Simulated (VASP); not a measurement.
Here is a VASP 6.6.1 calculation.

The input POSCAR:

```
MgO
1.0
    2.6598216230      0.0000000000      0.0000000000
    0.0000000000      2.6598216230      0.0000000000
    0.0000000000      0.0000000000      2.6598216230
Mg O
1 1
Direct
    0.0000000000      0.0000000000      0.0000000000
    0.5000000000      0.5000000000      0.5000000000
```

The input INCAR.step1:

```
SYSTEM = MgO
PREC = Accurate ; ENCUT = 920
ISMEAR = -1 ; SIGMA = 0.02
LREAL = .FALSE. ; LASPH = .TRUE.
NELM = 120 ; GGA = PE
ALGO = Normal ; EDIFF = 1E-5
LWAVE = .TRUE. ; LCHARG = .FALSE.
GGA_COMPAT = .FALSE. ; IBRION = 2
ISIF = 3 ; EDIFFG = -0.005
NELMIN = 4 ; NSW = 100
```

Contents of INCAR.step2:

```
SYSTEM = MgO
PREC = Accurate ; ENCUT = 920
EDIFF = 1E-7 ; ISMEAR = -1
SIGMA = 0.02 ; LREAL = .FALSE.
LASPH = .TRUE. ; NELM = 120
ALGO = Normal ; ISIF = 3
LWAVE = .FALSE. ; LCHARG = .FALSE.
METAGGA = R2SCAN ; LMIXTAU = .TRUE.
IBRION = 2 ; NSW = 80
EDIFFG = -0.005 ; ISTART = 1
GGA_COMPAT = .FALSE. ; NELMIN = 4
```

The input KPOINTS:

```
regular mesh
0
G
  8 8 8
  0 0 0
```

Potentials or basis: VASP PAW PBE potentials, release 64 (Mg_sv, O).

The run is started by

```bash
$ cat potpaw_PBE.64/Mg_sv/POTCAR potpaw_PBE.64/O/POTCAR > POTCAR
$ cp INCAR.step1 INCAR
$ mpirun -np 1 vasp_std > vasp.out
$ cp INCAR.step2 INCAR
$ mpirun -np 1 vasp_std > vasp.out
```

(1) Predict the space group after relaxing (to 0.1 Å).

(2) Estimate the band gap on the k mesh.

(3) What does it give for the relaxed cell?

(4) What does it give for the relaxed volume?

Results:

(1) Pm-3m (No. 221).

(2) 3.47 eV (least direct gap 4.52 eV).

(3) a = 2.627 Å, b = 2.627 Å, c = 2.627 Å, α = 90.00°, β = 90.00°, γ = 90.00°.

(4) 9.07 Å³/atom.

Caveat: the structure was generated, so it needn't be the stable form of MgO; the PAW data sets were made with another functional, which shifts forces and pressure a little.
